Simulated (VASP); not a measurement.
Wanted: the native input for a VASP 6.6.1 run.

| Property | Result |
| --- | --- |
| Task | single point |
| Functional | PBE |
| Potentials or basis | VASP PAW PBE potentials, release 64 (Li_sv, B, H) |
| Cutoff | 520 eV |
| k mesh | 4 × 4 × 6 |
| Occupations | gaussian, width 0.1 eV |
| Spin | no spin polarisation |
| Dipole correction | no |
| Further INCAR settings | ALGO = Normal; EDIFF = 1e-06; NBANDS = 20 |

The structure of LiBH3 lies in POSCAR:

```
LiBH3
1.0
    3.8412210644     -2.7576275447     -1.0177296517
    3.8412210644      2.7576275447     -1.0177296517
   -1.0177296517      0.0000000000      3.7696112619
Li B H
2 2 6
Direct
    0.6093660058      0.6093660058      0.2457620227
    0.1094265486      0.1094265486      0.2458566184
    0.5137050862      0.0136678132      0.9208497212
    0.0136678132      0.5137050862      0.9208497212
    0.1906721474      0.1906721474     -0.1094080589
    0.6660839235      0.1660841910      0.2387220405
    0.5481636166      0.0481405520      0.6479788907
    0.6907179157      0.6907179157     -0.1093674472
    0.1660841910      0.6660839235      0.2387220405
    0.0481405520      0.5481636166      0.6479788907
```

One way to write it, as run:

INCAR

```
SYSTEM = LiBH3
  ALGO = Normal
  EDIFF = 1E-6
  ENCUT = 520
  GGA = PE
  ISIF = 2
  ISMEAR = 0
  LASPH = .True.
  LCHARG = .True.
  LELF = .True.
  LREAL = .False.
  LVHAR = .True.
  LWAVE = .False.
  NBANDS = 20
  NELM = 60
  PREC = Accurate
  SIGMA = 0.1
```

KPOINTS

```
k-points
0
Gamma
  4 4 6
  0 0 0
```

Potentials or basis: VASP PAW PBE potentials, release 64 (Li_sv, B, H).

Command:

```bash
$ cat potpaw_PBE.64/Li_sv/POTCAR potpaw_PBE.64/B/POTCAR potpaw_PBE.64/H/POTCAR > POTCAR
$ mpirun -np 1 vasp_std > vasp.out
```

Results of the run:

```yaml
Largest_force: 0.013 eV/Å
Band_gap_on_the_k_mesh: zero (bands 9 and 10 overlap by 0.92 eV)
```

Caveat: the k points lie up to 0.36 Å⁻¹ apart, too coarse for converged energies and pressures of a metal.

Wall time 35 s on 1 thread of Intel(R) Xeon(R) Platinum 8488C (Sapphire Rapids) (shared host), peak memory 0.2 GiB.
